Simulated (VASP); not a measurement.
# Cu (C2/c) in VASP: relaxation of cell and atoms with PBE

Aim: the relaxation of cell and atoms of Cu with PBE.

All numbers are computed with VASP 6.6.1; they aren't measurements. Logs are shortened: lines on timing, memory, paths and dates and some standing lists are left out, and cuts for length are marked.

## 1. The cell of the first run

Symmetry: C2/c, No. 15, monoclinic system. The conventional cell has a = 2.377 Å, b = 6.921 Å, c = 2.863 Å, α = 90.00°, β = 92.02°, γ = 90.00°. Cu (site symmetry 2) has 10 Cu at 2.31 to 2.86 Å within 3.1 Å.

## 2. Relaxation of cell and atoms, PBE

Input file INCAR:

```
PREC = Accurate
ENCUT = 820
EDIFF = 1E-7
ISMEAR = 0
SIGMA = 0.1
LREAL = F
LASPH = T
NELM = 120
ALGO = Normal
ISIF = 3
LWAVE = F
LCHARG = F
GGA = PE
IBRION = 2
NSW = 90
EDIFFG = -0.04
GGA_COMPAT = F
NELMIN = 4
```

Input file KPOINTS:

```
regular mesh
0
Gamma
  8 8 6
```

Input file POSCAR:

```
Cu
1.0
    1.1885236452     -3.4602967876      0.0000000000
    1.1885236452      3.4602967876      0.0000000000
   -0.1009342749      0.0000000000      2.8616779043
Cu
2
Direct
    0.8690000000      0.1310000000      0.2500000000
    0.1310000000      0.8690000000      0.7500000000
```

Potentials or basis: VASP PAW PBE potentials, release 64 (Cu_sv_GW).

The run is started by

```console
cat potpaw_PBE.64/Cu_sv_GW/POTCAR > POTCAR
mpirun -np 1 vasp_std > vasp.out
```

OUTCAR:

```text
PREC = Accurate
   ENCUT = 820
   EDIFF = 1E-7
   ISMEAR = 0
   LREAL = F
   LASPH = T
   NELM = 120
   ISIF = 3
   GGA = PE
   IBRION = 2
   NSW = 90
   EDIFFG = -0.04
   NELMIN = 4

 ion  position               nearest neighbor table
   1  0.869  0.131  0.250-   2 2.31   2 2.31   2 2.46   2 2.46   2 2.51   2 2.51
   2  0.131  0.869  0.750-   1 2.31   1 2.31   1 2.46   1 2.46   1 2.51   1 2.51

  LATTYP: Found a base centered monoclinic cell.
 ALAT       =     2.3770472904
 B/A-ratio  =     2.9114244395
 C/A-ratio  =     1.2046278547
 COS(beta)  =    -0.0352490928

  Lattice vectors:

 A1 = (   1.1885236452,  -3.4602967876,   0.0000000000)
 A2 = (   1.1885236452,   3.4602967876,   0.0000000000)
 A3 = (  -0.1009342749,   0.0000000000,   2.8616779043)

Analysis of symmetry for initial positions (statically):
=====================================================================
 Subroutine PRICEL returns:
 Original cell was already a primitive cell.

 Routine SETGRP: Setting up the symmetry group for a
 base centered monoclinic supercell.

 Subroutine GETGRP returns: Found  4 space group operations
 (whereof  2 operations were pure point group operations)
 out of a pool of  4 trial point group operations.

The static configuration has the point symmetry S_2 .
 The point group associated with its full space group is C_2h.

Analysis of symmetry for dynamics (positions and initial velocities):
=====================================================================
 Subroutine PRICEL returns:
 Original cell was already a primitive cell.

 Routine SETGRP: Setting up the symmetry group for a
 base centered monoclinic supercell.

 Subroutine GETGRP returns: Found  4 space group operations
 (whereof  2 operations were pure point group operations)
 out of a pool of  4 trial point group operations.

The dynamic configuration has the point symmetry S_2 .
 The point group associated with its full space group is C_2h.

 Subroutine INISYM returns: Found  4 space group operations
 (whereof  2 operations are pure point group operations),
 and found     1 'primitive' translations

----------------------------------------------------------------------------------------

                                     Primitive cell

  volume of cell :      23.5381

  direct lattice vectors                    reciprocal lattice vectors
     1.188523645 -3.460296788  0.000000000     0.420689990 -0.144496276  0.014838162
     1.188523645  3.460296788  0.000000000     0.420689990  0.144496276  0.014838162
    -0.100934275  0.000000000  2.861677904     0.000000000  0.000000000  0.349445337

  length of vectors
     3.658721404  3.658721404  2.863457378     0.445061133  0.445061133  0.349445337

  position of ions in fractional coordinates (direct lattice)
     0.869000000  0.131000000  0.250000000
     0.131000000  0.869000000  0.750000000

  ion indices of the primitive-cell ions
   primitive index   ion index
                 1           1
                 2           2

----------------------------------------------------------------------------------------

 KPOINTS: regular mesh

Automatic generation of k-mesh.
 Grid dimensions read from file:
 generate k-points for:    8    8    6

 Generating k-lattice:

  Cartesian coordinates                     Fractional coordinates (reciprocal lattice)
     0.052586249 -0.018062035  0.001854770     0.125000000  0.000000000 -0.000000000
     0.052586249  0.018062035  0.001854770     0.000000000  0.125000000 -0.000000000
     0.000000000  0.000000000  0.058240890     0.000000000  0.000000000  0.166666667

  Length of vectors
     0.055632642  0.055632642  0.058240890

  Shift w.r.t. Gamma in fractional coordinates (k-lattice)
     0.000000000  0.000000000  0.000000000

 Subroutine IBZKPT returns following result:
 ===========================================

 Found    114 irreducible k-points:

 Following reciprocal coordinates:
            Coordinates               Weight
  0.000000  0.000000  0.000000      1.000000
  0.125000  0.000000  0.000000      4.000000
  0.250000  0.000000  0.000000      4.000000
  0.375000  0.000000  0.000000      4.000000
  0.500000  0.000000  0.000000      2.000000
  0.125000  0.125000  0.000000      2.000000
[... 16 lines left out ...]
  0.125000  0.000000  0.166667      4.000000
  0.250000  0.000000  0.166667      4.000000
 [... further k-points ...]
   k-points           NKPTS =    114   k-points in BZ     NKDIM =    114   number of bands    NBANDS=     23
   number of dos      NEDOS =    301   number of ions     NIONS =      2
   total plane-waves  NPLWV =  36288
   dimension x,y,z NGX =    36 NGY =   36 NGZ =   28
   dimension x,y,z NGXF=    72 NGYF=   72 NGZF=   56
   ions per type =               2
   NGX,Y,Z   is equivalent  to a cutoff of  16.36, 16.36, 16.26 a.u.
   NGXF,Y,Z  is equivalent  to a cutoff of  32.72, 32.72, 32.51 a.u.
 SYSTEM =  unknown system
   PREC   = accura    normal or accurate (medium, high low for compatibility)
   ISTART =      0    job   : 0-new  1-cont  2-samecut
   ICHARG =      2    charge: 1-file 2-atom 10-const
   ISPIN  =      1    spin polarized calculation?
   LNONCOLLINEAR =      F non collinear calculations
   LSORBIT =      F    spin-orbit coupling
   LASPH  =      T    aspherical Exc in radial PAW
   ENCUT  =  820.0 eV  60.27 Ry    7.76 a.u.   8.54  8.54  6.69*2*pi/ulx,y,z
   NELM   =    120;   NELMIN=  4; NELMDL= -5     # of ELM steps
   EDIFF  = 0.1E-06   stopping-criterion for ELM
   LREAL  =      F    real-space projection
   EDIFFG = -.4E-01   stopping-criterion for IOM
   NSW    =     90    number of steps for IOM
   IBRION =      2    ionic relax: 0-MD 1-quasi-New 2-CG
   NFREE  =      1    steps in history (QN), initial steepest desc. (CG)
   ISIF   =      3    stress and relaxation
   ISYM   =      2    0-nonsym 1-usesym 2-fastsym
   POTIM  = 0.5000    time-step for ionic-motion
   TEBEG  =    0.0;   TEEND  =   0.0 temperature during run
   PSTRESS=    0.0 pullay stress
   NELECT =      38.0000    total number of electrons
   NUPDOWN=      -1.0000    fix difference up-down
   EMIN   =  10.00;   EMAX   =-10.00  energy-range for DOS
   EFERMI =   0.00;   METHOD = LEGACY
   ISMEAR =     0;   SIGMA  =   0.10  broadening in eV -4-tet -1-fermi 0-gaus
   EFERMI_NEDOS =   21; number of points for ismear=-14 and -15
   IALGO  =     38    algorithm
   IMIX   =      4    mixing-type and parameters
     AMIX     =   0.40;   BMIX     =  1.00
     AMIX_MAG =   1.60;   BMIX_MAG =  1.00
  volume/ion in A,a.u.               =      11.77        79.42
  Fermi-wavevector in a.u.,A,eV,Ry     =   1.920490  3.629200 50.182122  3.688282
  Thomas-Fermi vector in A             =   2.955017
   LORBIT       =      0    0 simple, 1 ext, 2 COOP (PROOUT), +10 PAW based schemes
   GGA     = PE    functional components
   LHFCALC =     F    Hartree Fock is set to
   AEXX    =    0.0000 exact exchange contribution
   IVDW    =     0    specifies the selected vdW correction
   LEPSILON=     F    determine dielectric tensor
   LRPA    =     F    only Hartree local field effects (RPA)
 conjugate gradient relaxation of ions
 non-spin polarized calculation
 Gauss-broadening in eV      SIGMA  =   0.10
  energy-cutoff  :      820.00
  volume of cell :       23.54
 maximum number of plane-waves:      1277
 NGX is ok and might be reduce to    36
   NGX = 17   NGY = 17   NGZ = 13

--------------------------------------- Ionic step        1  -------------------------------------------

 number of electron      38.0000014 magnetization

 Free energy of the ion-electron system (eV)
  ---------------------------------------------------
  ext. energy  EPLUGINS =         0.00000000
  ---------------------------------------------------
  free energy    TOTEN  =        -7.01752762 eV

  energy without entropy =       -7.01621520  energy(sigma->0) =       -7.01687141

------------------------ aborting loop because EDIFF is reached ----------------------------------------

  FORCE on cell =-STRESS in cart. coord.  units (eV):
  Direction    XX          YY          ZZ          XY          YZ          ZX
  --------------------------------------------------------------------------------------
  -------------------------------------------------------------------------------------
  Total        2.0946210      2.6309121      0.7178559      0.0000000      0.0000000      0.0632499
  in kB      142.5752402    179.0791429     48.8625298      0.0000000      0.0000000      4.3052513
  external PRESSURE =     123.5056376 kB  Pullay stress =       0.0000000 kB
[... 89 lines left out ...]
  FREE ENERGIE OF THE ION-ELECTRON SYSTEM (eV)
  ---------------------------------------------------
  free  energy   TOTEN  =        -7.1214450953 eV

  energy  without entropy=       -7.1190291994  energy(sigma->0) =       -7.12023715

[... ionic steps 4 to 10 ...]

--------------------------------------- Ionic step       11  -------------------------------------------

 number of electron      37.9999993 magnetization

------------------------ aborting loop because EDIFF is reached ----------------------------------------

  FORCE on cell =-STRESS in cart. coord.  units (eV):
  Direction    XX          YY          ZZ          XY          YZ          ZX
  --------------------------------------------------------------------------------------
  -------------------------------------------------------------------------------------
  Total        0.1110739      0.0642378      0.1630389      0.0000000      0.0000000     -0.0684969
  in kB        7.2560809      4.1964359     10.6507758      0.0000000      0.0000000     -4.4746681
  external PRESSURE =       7.3677642 kB  Pullay stress =       0.0000000 kB
[... 57 lines left out ...]
  energy  without entropy=       -7.2298498719  energy(sigma->0) =       -7.23208811

--------------------------------------- Ionic step       13  -------------------------------------------

 number of electron      37.9999997 magnetization

 Free energy of the ion-electron system (eV)
  ---------------------------------------------------
  ext. energy  EPLUGINS =         0.00000000
  ---------------------------------------------------
  free energy    TOTEN  =        -7.23433042 eV

  energy without entropy =       -7.22984308  energy(sigma->0) =       -7.23208675

 E-fermi :   7.0979     XC(G=0): -13.0425

 val. band max:        7.0976752509   @ k =  -0.3750   0.2500   0.5000
 cond. band min:       7.1008144009   @ k =   0.5000   0.3750   0.5000
 fundamental gap:      0.0031391500
 Fermi energy:         7.0978709671

 k-point     1 :       0.0000    0.0000    0.0000
  band No.  band energies     occupation
      1    -105.4774      2.00000
      2    -105.4600      2.00000
      3     -62.9043      2.00000
      4     -62.8381      2.00000
      5     -62.8027      2.00000
      6     -62.8026      2.00000
[... 613 lines left out ...]
     22      16.2400      0.00000
     23      17.8547      0.00000

 [... further k-points ...]
[... 5 lines left out ...]
  --------------------------------------------------------------------------------------
  -------------------------------------------------------------------------------------
  Total       -0.0149426     -0.0727349      0.0092546      0.0000000      0.0000000     -0.0667668
  in kB       -0.9697813     -4.7205394      0.6006296      0.0000000      0.0000000     -4.3332084
  external PRESSURE =      -1.6965637 kB  Pullay stress =       0.0000000 kB
[... 17 lines left out ...]
  FREE ENERGIE OF THE ION-ELECTRON SYSTEM (eV)
  ---------------------------------------------------
  free  energy   TOTEN  =        -7.2343304231 eV

  energy  without entropy=       -7.2298430799  energy(sigma->0) =       -7.23208675

 reached required accuracy - stopping structural energy minimisation
```

Run time: 17 min. Hardware: 1 thread of Intel Xeon Platinum 8488C (Sapphire Rapids), shared host; peak memory 0.28 GiB.

Results:

```
Free energy                           : -7.2343 eV
Relaxed volume                        : 12.34 Å³/atom
Relaxed cell                          : a = 4.166 Å, b = 4.166 Å, c = 2.530 Å, α = 90.51°, β = 90.51°, γ = 145.77°
Space group after relaxing (to 0.1 Å) : C2/c (No. 15)
Energy gained by relaxing             : 108.4 meV/atom
Ionic steps                           : 13
Pressure after relaxing               : -0.2 GPa
Band gap on the k mesh                : zero (bands 19 and 20 overlap by 4.84 eV)
```

Step by step:
```tsv
step	energy change (eV)	largest force (eV/Å)	pressure (GPa)	volume (Å³)
1	0.0000	0.6670	12.35	23.54
2	-0.0816	0.0914	-7.76	26.75
3	-0.1039	0.2115	-2.50	25.65
4	-0.1344	0.0073	-1.28	25.38
5	-0.1610	0.4812	1.48	24.84
6	-0.1815	0.4046	0.33	24.92
7	-0.2011	0.2608	-1.50	25.03
8	-0.2021	0.2943	-1.32	25.02
9	-0.2142	0.1486	0.04	24.70
10	-0.2160	0.0805	0.70	24.55
11	-0.2160	0.0666	0.74	24.53
12	-0.2168	0.0072	-0.35	24.70
13	-0.2168	0.0000	-0.17	24.69
```

Final structure:
```
Cu
1.0
     1.22590   -3.98110    0.00619
     1.22590    3.98110    0.00619
    -0.08878    0.00000    2.52871
Cu
2
Direct
  0.86592 0.13408 0.25000
  0.13408 0.86592 0.75000
```

Caveat: the k points lie up to 0.41 Å⁻¹ apart in the final cell, too coarse for converged energies and pressures of a metal.
